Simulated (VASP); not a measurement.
A run of VASP 6.6.1 is set up as follows.

POSCAR

```
ZrS2
1.0
    3.6743613682      0.0000000000      0.0000000000
   -1.8371806841      3.1820902876      0.0000000000
    0.0000000000      0.0000000000      5.8571357017
Zr S
1 2
Direct
    0.0000000000      0.0000000000      0.0000000000
    0.6666666667      0.3333333333      0.7537647210
    0.3333333333      0.6666666667      0.2462352790
```

INCAR.step1

```
SYSTEM = ZrS2
PREC = Accurate ; ENCUT = 400
EDIFF = 1E-5 ; ISMEAR = 0
SIGMA = 0.01 ; LREAL = .False.
LASPH = .True. ; NELM = 120
ALGO = Normal ; ISIF = 2
LWAVE = .True. ; LCHARG = .False.
NBANDS = 19 ; GGA = PE
GGA_COMPAT = .False.
```

The input INCAR.step2:

```
SYSTEM = ZrS2
PREC = Accurate ; ENCUT = 400
EDIFF = 1E-6 ; ISMEAR = 0
SIGMA = 0.01 ; LREAL = .False.
LASPH = .True. ; NELM = 120
ALGO = Normal ; ISIF = 2
LWAVE = .False. ; LCHARG = .False.
GGA = PE ; LHFCALC = .True.
HFSCREEN = 0.2079 ; PRECFOCK = Normal
NBANDS = 19 ; ISTART = 1
GGA_COMPAT = .False.
```

The input KPOINTS:

```
Automatic mesh
0
Gamma
  6 6 4
  0 0 0
```

Potentials or basis: VASP PAW PBE potentials, release 64 (Zr_sv, S).

Run with:

```sh
$ cat potpaw_PBE.64/Zr_sv/POTCAR potpaw_PBE.64/S/POTCAR > POTCAR
$ cp INCAR.step1 INCAR
$ mpirun -np 1 vasp_std > vasp.out
$ cp INCAR.step2 INCAR
$ mpirun -np 1 vasp_std > vasp.out
```

(1) What does it give for the band gap on the k mesh?

(2) What does it give for the largest force?

(3) Predict the pressure.

## Answers

(1) 1.68 eV (least direct gap 2.38 eV).

(2) 0.186 eV/Å.

(3) 0.0 GPa.

Caveat: the PAW data sets were made with another functional, which shifts forces and pressure a little; this functional lacks dispersion, which binds layers or chains, so the pressure and a relaxed spacing across them are unreliable.
